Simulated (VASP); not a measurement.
# Hf3S5 (Pmmm) in VASP: single point with PBE

Aim: the single point of Hf3S5 with PBE.

Everything below comes from runs of VASP 6.6.1. Logs are shortened: lines on timing, memory, paths and dates and some standing lists are left out, and cuts for length are marked.

## Step 1: The cell of the first run

It takes space group Pmmm (No. 47, orthorhombic). Conventional cell: a = 3.332 Å, b = 4.360 Å, c = 9.294 Å, α = 90.00°, β = 90.00°, γ = 90.00°. Hf (site symmetry mm2) has 10 S at 2.59 to 3.14 Å and 4 Hf at 3.33 to 3.44 Å within 3.5 Å. Within 3.5 Å of Hf (site symmetry mmm) lie 8 S at 2.62 to 2.74 Å and 6 Hf at 3.33 to 3.44 Å. S (site symmetry mmm) has 8 Hf at 2.74 to 3.14 Å and 6 S at 2.98 to 3.33 Å within 3.6 Å. Within 3.5 Å of S (site symmetry mmm) lie 4 Hf at 2.59 Å and 10 S at 2.74 to 3.41 Å. S (site symmetry mmm) has 10 S at 2.74 to 3.33 Å and 4 Hf at 2.95 Å within 3.6 Å. Within 3.5 Å of S (site symmetry mm2) lie 6 Hf at 2.62 to 2.82 Å and 8 S at 2.98 to 3.41 Å.

The cell was generated, and may not be a known phase.

## Step 2: Single point, PBE

INCAR

```
PREC     = Accurate       # precision mode
ENCUT    = 520            # plane-wave cutoff, eV
EDIFF    = 1E-6           # SCF threshold, eV
ISMEAR   = 0              # smearing method
SIGMA    = 0.2            # smearing width, eV
LREAL    = F              # projectors in reciprocal space
LASPH    = T              # aspherical terms in the spheres
NELM     = 60             # most SCF steps
ALGO     = Normal         # electronic algorithm
ISIF     = 2              # what is computed and relaxed
LWAVE    = F              # write WAVECAR
LCHARG   = T              # write CHGCAR
GGA      = PE             # functional
LELF     = T              # ELF
LVHAR    = T            
NBANDS   = 40             # bands
```

KPOINTS

```
regular mesh
0
Gamma
  4 4 2
```

POSCAR

```
Hf3S5
1.0
    4.3602300261      0.0000000000      0.0000000000
    0.0000000000      3.3316893594      0.0000000000
    0.0000000000      0.0000000000      9.2939287768
Hf S
3 5
Direct
    0.0000000000      0.5000000000      0.7865908415
    0.0000000000      0.5000000000      0.2134091585
    0.5000000000      0.5000000000      0.5000000000
    0.0000000000      0.0000000000      0.5000000000
    0.0000000000      0.0000000000      0.0000000000
    0.5000000000      0.5000000000      0.0000000000
    0.5000000000      0.0000000000      0.7182125488
    0.5000000000      0.0000000000      0.2817874512
```

Potentials or basis: VASP PAW PBE potentials, release 64 (Hf_pv, S).

On the command line:

```
$ cat potpaw_PBE.64/Hf_pv/POTCAR potpaw_PBE.64/S/POTCAR > POTCAR
$ mpirun -np 1 vasp_std > vasp.out
```

OUTCAR:

```text
PREC = Accurate
   ENCUT = 520
   EDIFF = 1E-6
   ISMEAR = 0
   LREAL = F
   LASPH = T
   NELM = 60
   ISIF = 2
   GGA = PE

 ion  position               nearest neighbor table
   1  0.000  0.500  0.787-   5 2.59   5 2.59   7 2.82   7 2.82   7 2.82   7 2.82   6 2.95   6 2.95
                             4 3.14   4 3.14   3 3.44   3 3.44
   2  0.000  0.500  0.213-   5 2.59   5 2.59   8 2.82   8 2.82   8 2.82   8 2.82   6 2.95   6 2.95
                             4 3.14   4 3.14   3 3.44   3 3.44
   3  0.500  0.500  0.500-   7 2.62   8 2.62   7 2.62   8 2.62   4 2.74   4 2.74   4 2.74   4 2.74
                             1 3.44   2 3.44   1 3.44   2 3.44
   4  0.000  0.000  0.500-   3 2.74   3 2.74   3 2.74   3 2.74   2 3.14   2 3.14   1 3.14   1 3.14

   5  0.000  0.000  0.000-   1 2.59   2 2.59   1 2.59   2 2.59   6 2.74   6 2.74   6 2.74   6 2.74

   6  0.500  0.500  0.000-   5 2.74   5 2.74   5 2.74   5 2.74   1 2.95   2 2.95   1 2.95   2 2.95

   7  0.500  0.000  0.718-   3 2.62   3 2.62   1 2.82   1 2.82   1 2.82   1 2.82
   8  0.500  0.000  0.282-   3 2.62   3 2.62   2 2.82   2 2.82   2 2.82   2 2.82

  LATTYP: Found a simple orthorhombic cell.
 ALAT       =     3.3316893594
 B/A-ratio  =     1.3087144556
 C/A-ratio  =     2.7895544195

  Lattice vectors:

 A1 = (   0.0000000000,  -3.3316893594,   0.0000000000)
 A2 = (   4.3602300261,   0.0000000000,   0.0000000000)
 A3 = (   0.0000000000,   0.0000000000,   9.2939287768)

Analysis of symmetry for initial positions (statically):
=====================================================================
 Subroutine PRICEL returns:
 Original cell was already a primitive cell.

 Routine SETGRP: Setting up the symmetry group for a
 simple orthorhombic supercell.

 Subroutine GETGRP returns: Found  8 space group operations
 (whereof  8 operations were pure point group operations)
 out of a pool of  8 trial point group operations.

The static configuration has the point symmetry D_2h.

Analysis of symmetry for dynamics (positions and initial velocities):
=====================================================================
 Subroutine PRICEL returns:
 Original cell was already a primitive cell.

 Routine SETGRP: Setting up the symmetry group for a
 simple orthorhombic supercell.

 Subroutine GETGRP returns: Found  8 space group operations
 (whereof  8 operations were pure point group operations)
 out of a pool of  8 trial point group operations.

The dynamic configuration has the point symmetry D_2h.

 Subroutine INISYM returns: Found  8 space group operations
 (whereof  8 operations are pure point group operations),
 and found     1 'primitive' translations

----------------------------------------------------------------------------------------

                                     Primitive cell

  volume of cell :     135.0123

  direct lattice vectors                    reciprocal lattice vectors
     4.360230026  0.000000000  0.000000000     0.229345698  0.000000000  0.000000000
     0.000000000  3.331689359  0.000000000     0.000000000  0.300148031  0.000000000
     0.000000000  0.000000000  9.293928777     0.000000000  0.000000000  0.107597123

  length of vectors
     4.360230026  3.331689359  9.293928777     0.229345698  0.300148031  0.107597123

  position of ions in fractional coordinates (direct lattice)
     0.000000000  0.500000000  0.786590842
     0.000000000  0.500000000  0.213409158
     0.500000000  0.500000000  0.500000000
     0.000000000  0.000000000  0.500000000
     0.000000000  0.000000000  0.000000000
     0.500000000  0.500000000  0.000000000
     0.500000000  0.000000000  0.718212549
     0.500000000  0.000000000  0.281787451

  ion indices of the primitive-cell ions
   primitive index   ion index
                 1           1
                 2           2
                 3           3
                 4           4
                 5           5
                 6           6
                 7           7
                 8           8

----------------------------------------------------------------------------------------

 KPOINTS: regular mesh

Automatic generation of k-mesh.
 Grid dimensions read from file:
 generate k-points for:    4    4    2

 Generating k-lattice:

  Cartesian coordinates                     Fractional coordinates (reciprocal lattice)
     0.057336425  0.000000000  0.000000000     0.250000000  0.000000000  0.000000000
     0.000000000  0.075037008  0.000000000     0.000000000  0.250000000  0.000000000
     0.000000000  0.000000000  0.053798562     0.000000000  0.000000000  0.500000000

  Length of vectors
     0.057336425  0.075037008  0.053798562

  Shift w.r.t. Gamma in fractional coordinates (k-lattice)
     0.000000000  0.000000000  0.000000000

 Subroutine IBZKPT returns following result:
 ===========================================

 Found     18 irreducible k-points:

 Following reciprocal coordinates:
            Coordinates               Weight
  0.000000  0.000000  0.000000      1.000000
  0.250000  0.000000  0.000000      2.000000
  0.500000  0.000000  0.000000      1.000000
  0.000000  0.250000  0.000000      2.000000
  0.250000  0.250000  0.000000      4.000000
  0.500000  0.250000  0.000000      2.000000
[... 10 lines left out ...]
  0.250000  0.500000  0.500000      2.000000
  0.500000  0.500000  0.500000      1.000000
   k-points           NKPTS =     18   k-points in BZ     NKDIM =     18   number of bands    NBANDS=     40
   number of dos      NEDOS =    301   number of ions     NIONS =      8
   total plane-waves  NPLWV =  62720
   dimension x,y,z NGX =    32 NGY =   28 NGZ =   70
   dimension x,y,z NGXF=    64 NGYF=   56 NGZF=  140
   ions per type =               3   5
   NGX,Y,Z   is equivalent  to a cutoff of  12.20, 13.97, 12.52 a.u.
   NGXF,Y,Z  is equivalent  to a cutoff of  24.40, 27.94, 25.04 a.u.
 SYSTEM =  unknown system
   PREC   = accura    normal or accurate (medium, high low for compatibility)
   ISTART =      0    job   : 0-new  1-cont  2-samecut
   ICHARG =      2    charge: 1-file 2-atom 10-const
   ISPIN  =      1    spin polarized calculation?
   LNONCOLLINEAR =      F non collinear calculations
   LSORBIT =      F    spin-orbit coupling
   LASPH  =      T    aspherical Exc in radial PAW
   ENCUT  =  520.0 eV  38.22 Ry    6.18 a.u.   8.11  6.19 17.28*2*pi/ulx,y,z
   NELM   =     60;   NELMIN=  2; NELMDL= -5     # of ELM steps
   EDIFF  = 0.1E-05   stopping-criterion for ELM
   LREAL  =      F    real-space projection
   EDIFFG = 0.1E-04   stopping-criterion for IOM
   NSW    =      0    number of steps for IOM
   IBRION =     -1    ionic relax: 0-MD 1-quasi-New 2-CG
   NFREE  =      0    steps in history (QN), initial steepest desc. (CG)
   ISIF   =      2    stress and relaxation
   ISYM   =      2    0-nonsym 1-usesym 2-fastsym
   POTIM  = 0.5000    time-step for ionic-motion
   TEBEG  =    0.0;   TEEND  =   0.0 temperature during run
   PSTRESS=    0.0 pullay stress
   NELECT =      60.0000    total number of electrons
   NUPDOWN=      -1.0000    fix difference up-down
   EMIN   =  10.00;   EMAX   =-10.00  energy-range for DOS
   EFERMI =   0.00;   METHOD = LEGACY
   ISMEAR =     0;   SIGMA  =   0.20  broadening in eV -4-tet -1-fermi 0-gaus
   EFERMI_NEDOS =   21; number of points for ismear=-14 and -15
   IALGO  =     38    algorithm
   IMIX   =      4    mixing-type and parameters
     AMIX     =   0.40;   BMIX     =  1.00
     AMIX_MAG =   1.60;   BMIX_MAG =  1.00
  volume/ion in A,a.u.               =      16.88       113.89
  Fermi-wavevector in a.u.,A,eV,Ry     =   1.249302  2.360839 21.235374  1.560756
  Thomas-Fermi vector in A             =   2.383349
   LORBIT       =      0    0 simple, 1 ext, 2 COOP (PROOUT), +10 PAW based schemes
   GGA     = PE    functional components
   LHFCALC =     F    Hartree Fock is set to
   AEXX    =    0.0000 exact exchange contribution
   IVDW    =     0    specifies the selected vdW correction
   LEPSILON=     F    determine dielectric tensor
   LRPA    =     F    only Hartree local field effects (RPA)
 non-spin polarized calculation
 Gauss-broadening in eV      SIGMA  =   0.20
  energy-cutoff  :      520.00
  volume of cell :      135.01
 maximum number of plane-waves:      3672
   NGX = 17   NGY = 13   NGZ = 35

 number of electron      59.9999994 magnetization

 Free energy of the ion-electron system (eV)
  ---------------------------------------------------
  ext. energy  EPLUGINS =         0.00000000
  ---------------------------------------------------
  free energy    TOTEN  =       -57.35058432 eV

  energy without entropy =      -57.25552377  energy(sigma->0) =      -57.30305405

 E-fermi :   8.0125     XC(G=0): -11.4908

 val. band max:        7.9961322154   @ k =   0.2500   0.0000   0.0000
 cond. band min:       8.0194025862   @ k =   0.2500   0.5000   0.0000
 fundamental gap:      0.0232703708
 Fermi energy:         8.0124989092

 k-point     1 :       0.0000    0.0000    0.0000
  band No.  band energies     occupation
      1     -24.1430      2.00000
      2     -24.1112      2.00000
      3     -24.0838      2.00000
      4     -24.0776      2.00000
      5     -23.9191      2.00000
      6     -23.9158      2.00000
[... 32 lines left out ...]
     39      10.0038      0.00000
     40      10.1805      0.00000

 k-point     2 :       0.2500    0.0000    0.0000
  band No.  band energies     occupation
      1     -24.1456      2.00000
      2     -24.1080      2.00000
      3     -24.0933      2.00000
      4     -24.0914      2.00000
      5     -23.9183      2.00000
      6     -23.9151      2.00000
[... 32 lines left out ...]
     39      11.0078      0.00000
     40      11.3242      0.00000

 k-point     3 :       0.5000    0.0000    0.0000
  band No.  band energies     occupation
      1     -24.1481      2.00000
      2     -24.1085      2.00000
      3     -24.1030      2.00000
      4     -24.1012      2.00000
      5     -23.9175      2.00000
      6     -23.9145      2.00000
[... 32 lines left out ...]
     39      11.7265      0.00000
     40      11.8720      0.00000

 k-point     4 :       0.0000    0.2500    0.0000
  band No.  band energies     occupation
      1     -24.1225      2.00000
      2     -24.0941      2.00000
      3     -24.0683      2.00000
      4     -24.0625      2.00000
      5     -24.0597      2.00000
      6     -24.0536      2.00000
[... 32 lines left out ...]
     39      11.4269      0.00000
     40      11.4299      0.00000
[... 514 lines left out ...]
     39      11.8389      0.00000
     40      12.1556      0.00000

 k-point    17 :       0.2500    0.5000    0.5000
  band No.  band energies     occupation
      1     -24.1949      2.00000
      2     -24.1867      2.00000
      3     -24.1021      2.00000
      4     -24.0733      2.00000
      5     -24.0617      2.00000
      6     -24.0566      2.00000
[... 32 lines left out ...]
     39      11.6046      0.00000
     40      11.8718      0.00000

 k-point    18 :       0.5000    0.5000    0.5000
  band No.  band energies     occupation
      1     -24.1927      2.00000
      2     -24.1841      2.00000
      3     -24.0975      2.00000
      4     -24.0759      2.00000
      5     -24.0741      2.00000
      6     -24.0635      2.00000
[... 32 lines left out ...]
     39      10.7507      0.00000
     40      11.7806      0.00000

------------------------ aborting loop because EDIFF is reached ----------------------------------------

  FORCE on cell =-STRESS in cart. coord.  units (eV):
  Direction    XX          YY          ZZ          XY          YZ          ZX
  --------------------------------------------------------------------------------------
  -------------------------------------------------------------------------------------
  Total       -1.0738509     -1.0540675     -0.8828736      0.0000000      0.0000000      0.0000000
  in kB      -12.7432833    -12.5085149    -10.4769736      0.0000000      0.0000000      0.0000000
  external PRESSURE =     -11.9095906 kB  Pullay stress =       0.0000000 kB

 VOLUME and BASIS-vectors are now :
 -----------------------------------------------------------------------------
  energy-cutoff  :      520.00
  volume of cell :      135.01
      direct lattice vectors                 reciprocal lattice vectors
     4.360230026  0.000000000  0.000000000     0.229345698  0.000000000  0.000000000
     0.000000000  3.331689359  0.000000000     0.000000000  0.300148031  0.000000000
     0.000000000  0.000000000  9.293928777     0.000000000  0.000000000  0.107597123

 POSITION                                       TOTAL-FORCE (eV/Angst)
 -----------------------------------------------------------------------------------
      0.00000      1.66584      7.31052         0.000000      0.000000      0.020070
      0.00000      1.66584      1.98341        -0.000000      0.000000     -0.020070
      2.18012      1.66584      4.64696         0.000000      0.000000      0.000000
      0.00000      0.00000      4.64696         0.000000      0.000000      0.000000
      0.00000      0.00000      0.00000         0.000000      0.000000      0.000000
      2.18012      1.66584      0.00000         0.000000      0.000000      0.000000
      2.18012      0.00000      6.67502         0.000000     -0.000000     -0.002643
      2.18012      0.00000      2.61891         0.000000      0.000000      0.002643
 -----------------------------------------------------------------------------------
    total drift:                                0.000000      0.000000     -0.000000

  FREE ENERGIE OF THE ION-ELECTRON SYSTEM (eV)
  ---------------------------------------------------
  free  energy   TOTEN  =       -57.3505843184 eV

  energy  without entropy=      -57.2555237731  energy(sigma->0) =      -57.30305405
```

Run time: 56 s. Hardware: 1 thread of Intel Xeon 6975P-C (Granite Rapids), shared host; peak memory 0.27 GiB.

Results:

```yaml
Free_energy: -57.3506 eV
Pressure: -1.2 GPa
Largest_force: 0.020 eV/Å
Band_gap_on_the_k_mesh: zero (bands 30 and 31 overlap by 0.42 eV)
```

Forces on the atoms (eV/Å):
```
Hf   0.000  0.000  0.020
Hf   0.000  0.000 -0.020
Hf   0.000  0.000  0.000
S    0.000  0.000  0.000
S    0.000  0.000  0.000
S    0.000  0.000  0.000
S    0.000  0.000 -0.003
S    0.000  0.000  0.003
```

Stress tensor (GPa, compression positive):
```
-1.27  0.00  0.00
 0.00 -1.25  0.00
 0.00  0.00 -1.05
```

Caveat: the k points lie up to 0.47 Å⁻¹ apart; spin-orbit coupling is left out, which moves the levels of the heavy elements.

The gap in the log of VASP goes by the Fermi energy; the results here count the filled bands.